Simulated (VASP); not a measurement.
The system is Ge3Pd.

```
CELL_PARAMETERS angstrom
4.14202 0.00000 0.00000
0.00000 4.14202 0.00000
0.00000 0.00000 4.14202
ATOMIC_POSITIONS crystal
Pd 0.00000 0.00000 0.00000
Ge 0.50000 0.50000 0.00000
Ge 0.50000 0.00000 0.50000
Ge 0.00000 0.50000 0.50000
```

Base run:

* Program: VASP 6.6.1
* Functional: PBEsol
* Potentials or basis: VASP PAW PBE potentials, release 64 (Pd, Ge_d)
* Cutoff: 520 eV
* k mesh: 9 × 9 × 9
* Occupations: methfessel-paxton, width 0.1 eV
* Spin: no spin polarisation

Its results: band gap on the k mesh zero (band 26 reaches 7.79 eV, above the bottom of band 27 at 5.93 eV); pressure -4.6 GPa.

Task: The run is repeated on the same cell with these changes: k mesh from 9 × 9 × 9 to 6 × 6 × 6. What comes out?

Result: Band gap on the k mesh zero (band 26 reaches 7.48 eV, above the bottom of band 27 at 5.82 eV); pressure -4.1 GPa.

Caveats: the PAW data sets were made with another functional, which shifts forces and pressure a little.
